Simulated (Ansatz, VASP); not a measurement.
**Two plane-wave programs on CdSe**

The input POSCAR:

```
CdSe
1.0
    4.3115182000      0.0000000000      0.0000000000
   -2.1557591000      3.7338842900      0.0000000000
    0.0000000000      0.0000000000      7.0294684800
Cd Se
2 2
Direct
    0.3333333300      0.6666666700      0.0045324400
    0.6666666700      0.3333333300      0.5045324400
    0.3333333300      0.6666666700      0.3804675600
    0.6666666700      0.3333333300      0.8804675600
```

INCAR.step1

```
PREC     = Accurate       # precision mode
ENCUT    = 520            # plane-wave cutoff, eV
ISMEAR   = -1             # smearing method
SIGMA    = 0.02           # smearing width, eV
LREAL    = F              # projectors in reciprocal space
LASPH    = T              # aspherical terms in the spheres
NELM     = 60             # most SCF steps
GGA      = PE             # functional
ALGO     = Normal         # electronic algorithm
EDIFF    = 1E-4           # SCF threshold, eV
LWAVE    = T              # write WAVECAR
LCHARG   = F              # write CHGCAR
```

Contents of INCAR.step2:

```
PREC     = Accurate       # precision mode
ENCUT    = 520            # plane-wave cutoff, eV
EDIFF    = 1E-6           # SCF threshold, eV
ISMEAR   = -1             # smearing method
SIGMA    = 0.02           # smearing width, eV
LREAL    = F              # projectors in reciprocal space
LASPH    = T              # aspherical terms in the spheres
NELM     = 60             # most SCF steps
ALGO     = Normal         # electronic algorithm
ISIF     = 2              # what is computed and relaxed
LWAVE    = F              # write WAVECAR
LCHARG   = F              # write CHGCAR
METAGGA  = R2SCAN         # meta-GGA
LMIXTAU  = T            
IBRION   = 2              # ionic algorithm
NSW      = 50             # ionic steps
EDIFFG   = -0.01          # ionic threshold
ISTART   = 1
```

File KPOINTS:

```
regular mesh
0
Gamma
  6 6 4
```

Input for Ansatz:

```yaml
crystal:
  lattice:
    - [4.31151822, 0.0, 0.0]
    - [-2.15575911, 3.73388431, 0.0]
    - [0.0, 0.0, 7.02946841]
  atoms:
    - { symbol: Cd, position: [0.33333333, 0.66666667, 0.00453244] }
    - { symbol: Cd, position: [0.66666667, 0.33333333, 0.50453244] }
    - { symbol: Se, position: [0.33333333, 0.66666667, 0.38046756] }
    - { symbol: Se, position: [0.66666667, 0.33333333, 0.88046756] }
  symmetry: { tolerance: 0.0003 }
hamiltonian:
  xc: r2scan
  pseudopotentials: { kind: paw, azcp: { folder: soft_1 } }
basis:
  ecutwfc: 500
magnetization:
  spin_polarized: false
scf:
  occupations: { method: fermi_dirac, width: 0.02 }
kpoints:
  mp_grid: { grid: [6, 6, 4], shift: [0, 0, 0] }
  band_path:
    path:
      - [0.0, 0.0, 0.0]
      - [0.5, 0.0, 0.0]
      - [0.33333333, 0.33333333, 0.0]
      - [0.0, 0.0, 0.0]
      - [0.0, 0.0, 0.5]
      - [0.5, 0.0, 0.5]
      - [0.33333333, 0.33333333, 0.5]
      - [0.0, 0.0, 0.5]
      - [0.5, 0.0, 0.5]
      - [0.5, 0.0, 0.0]
      - [0.33333333, 0.33333333, 0.5]
    npoints: 7
output:
  forces: true
  stress: true
  eigenvalues: true
  write_potential: true
  elf: true
  volumetric_format: npy
  dos: { e_range: [-12, 8], de: 0.05 }
relax:
  max_steps: 30
```

Alike in both runs: task relaxation of the atoms; functional r2SCAN; k mesh 6 × 6 × 4; occupations fermi-dirac, width 0.02 eV; no spin polarisation.

|  | VASP | Ansatz |
| --- | --- | --- |
| version | VASP 6.6.1 | Ansatz 0.2.0 |
| potentials or method | VASP PAW PBE potentials, release 64 (Cd, Se), cutoff 520 eV | PAW plane waves |
| valence electrons in the cell | 36 | 72 |

Ansatz gave:

* gap on the k mesh at the Fermi level, each at its own relaxed structure (eV): 1.15

**Question.** What did VASP give for the same quantities?

**Answer.** gap on the k mesh at the Fermi level, each at its own relaxed structure (eV): 1.14.

VASP's potentials were made for PBE, not for r2SCAN. VASP's potentials hold 36 valence electrons a cell and Ansatz's 72, so a difference there can come from the potentials and not from the codes. Ansatz's warnings: stress scf threshold loose.

Noted on VASP's run: the relaxation stopped at its first step, so nothing moved.
